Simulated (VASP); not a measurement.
Input of a VASP 6.6.1 run:

Contents of INCAR:

```
PREC = Accurate
ENCUT = 520
EDIFF = 1E-6
ISMEAR = 0
SIGMA = 0.02
LREAL = False
LASPH = True
NELM = 60
ALGO = Normal
ISIF = 2
LWAVE = False
LCHARG = False
GGA = PE
NBANDS = 31
```

The input KPOINTS:

```
Automatic mesh
0
Gamma
  6 6 8
```

The input POSCAR:

```
HfO2
1.0
    4.6937062552      0.0000000000      0.0000000000
    0.0000000000      4.6937062552      0.0000000000
    0.0000000000      0.0000000000      3.1712660916
Hf O
2 4
Direct
    0.0000000000      0.0000000000      0.0000000000
    0.5000000000      0.5000000000      0.5000000000
    0.1955815310      0.8044184690      0.5000000000
    0.3044184690      0.3044184690      0.0000000000
    0.6955815310      0.6955815310      0.0000000000
    0.8044184690      0.1955815310      0.5000000000
```

Potentials or basis: VASP PAW PBE potentials, release 64 (Hf_pv, O).

Run with:

```bash
$ cat potpaw_PBE.64/Hf_pv/POTCAR potpaw_PBE.64/O/POTCAR > POTCAR
$ mpirun -np 1 vasp_std > vasp.out
```

(1) Estimate the pressure.

(2) Estimate the largest force.

(3) What does it give for the band gap on the k mesh?

Answers

(1) 21.8 GPa.

(2) 0.047 eV/Å.

(3) 4.20 eV.

Caveat: the cell stands under pressure; spin-orbit coupling is left out, which moves the levels of the heavy elements.
